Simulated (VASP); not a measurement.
Runs of VASP 6.6.1 on NiO. The structure is cubic, space group Fm-3m (No. 225). Conventional cell: a = 4.268 Å, b = 4.268 Å, c = 4.268 Å, α = 90.00°, β = 90.00°, γ = 90.00°. Ni (site symmetry m-3m) has 6 O at 2.13 Å within 2.8 Å. O (site symmetry m-3m) has 6 Ni at 2.13 Å within 2.8 Å. 

```tsv
potentials or basis	spin	k mesh	cutoff (eV)	second run	gap on the mesh (eV)	pressure (GPa)	moment (μB)
VASP PAW PBE potentials, release 64 (Ni_sv_GW, O)	off	10 × 10 × 10	600	valence_matched	none	(a)	-
VASP PAW PBE potentials, release 64 (Ni_sv_GW, O)	collinear, ferromagnetic start	10 × 10 × 10	600	valence_matched	2.00	-3.7	2.00
VASP PAW PBE potentials, release 64 (Ni, O)	collinear, ferromagnetic start	10 × 10 × 10	520	-	2.36	-8.3	2.00
VASP PAW PBE potentials, release 64 (Ni, O)	collinear, ferromagnetic start	8 × 8 × 8	520	-	2.36	(b)	2.00
VASP PAW PBE potentials, release 64 (Ni_sv_GW, O)	collinear, ferromagnetic start	8 × 8 × 8	600	valence_matched	2.00	-3.8	2.00
VASP PAW PBE potentials, release 64 (Ni, O)	off	10 × 10 × 10	520	-	none	-20.1	-
```

Alike in all rows: task single point; level PBE+U; Ni d U = 6.2 eV; cell as given; smearing gaussian 0.05 eV.

Q: Fill in the values left out.

A: (a) -15.3; (b) -8.2.

Caveats: a cell with one magnetic atom can't hold antiferromagnetic order, which such compounds often take (some runs); U without spin polarisation on a metal has little footing (some runs).

A k mesh can miss the band edges.

A gap of «none» marks levels without a gap at the run's occupations.

The runs don't all hold the same shells in valence.
